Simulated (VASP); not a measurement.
Runs of VASP 6.6.1 on Al2B2As. The structure is that of space group P4/mmm (No. 123), or close to it. The cells are those of the table. 

```tsv
task	cell	k mesh	cutoff (eV)	gap on the mesh (eV)	pressure (GPa)	relaxed volume (Å³/atom)	largest force (eV/Å)
single point	a = 3.549, b = 3.549, c = 5.767 Å, 5 atoms	10 × 10 × 8	520	none	0.1	-	0.02
relaxation of cell and atoms	relaxed from a = 3.339, b = 3.339, c = 6.730 Å, 5 atoms	6 × 6 × 4	600	none	-0.1	14.62	0.02
single point	a = 3.555, b = 3.555, c = 5.779 Å, 5 atoms	6 × 6 × 4	520	none	-0.1	-	0.06
single point	a = 3.339, b = 3.339, c = 6.730 Å, 5 atoms	6 × 6 × 4	520	none	(a)	-	(b)
relaxation of cell and atoms	relaxed from a = 3.555, b = 3.555, c = 5.779 Å, 5 atoms	10 × 10 × 8	600	none	0.0	14.54	-
```

Alike in all rows: level PBE; potentials or basis VASP PAW PBE potentials, release 64 (Al, B, As); no spin polarisation; smearing gaussian 0.1 eV.

Q: Fill in the values left out.

A: (a) 12.5; (b) 5.85.

Caveats: forces of over 1 eV/Å act on the atoms, so gaps and moduli don't describe the material at rest (some runs).

A k mesh can miss the band edges, and the runs leave out spin-orbit coupling on As.

A gap of «none» marks levels without a gap at the run's occupations.
